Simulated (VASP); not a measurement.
Input of a VASP 6.6.1 run:

The input INCAR:

```
SYSTEM = Rh
PREC = Accurate
ENCUT = 520
EDIFF = 1E-7
ISMEAR = -1
SIGMA = 0.08
LREAL = .False.
LASPH = .True.
NELM = 100
ALGO = Normal
ISIF = 2
LWAVE = .False.
LCHARG = .False.
GGA = PS
NBANDS = 14
```

File KPOINTS:

```
regular mesh
0
Gamma
  16 16 16
  0 0 0
```

POSCAR

```
Rh
1.0
    0.0000000000      1.8887875349      1.8887875349
    1.8887875349      0.0000000000      1.8887875349
    1.8887875349      1.8887875349      0.0000000000
Rh
1
Direct
    0.0000000000      0.0000000000      0.0000000000
```

Potentials or basis: VASP PAW PBE potentials, release 64 (Rh_pv).

The run is started by

```console
$ cat potpaw_PBE.64/Rh_pv/POTCAR > POTCAR
$ mpirun -np 1 vasp_std > vasp.out
```

Problem. What does it give for the pressure?

Solution. 0.8 GPa.

Caveat: the PAW data sets were made with another functional, which shifts forces and pressure a little.
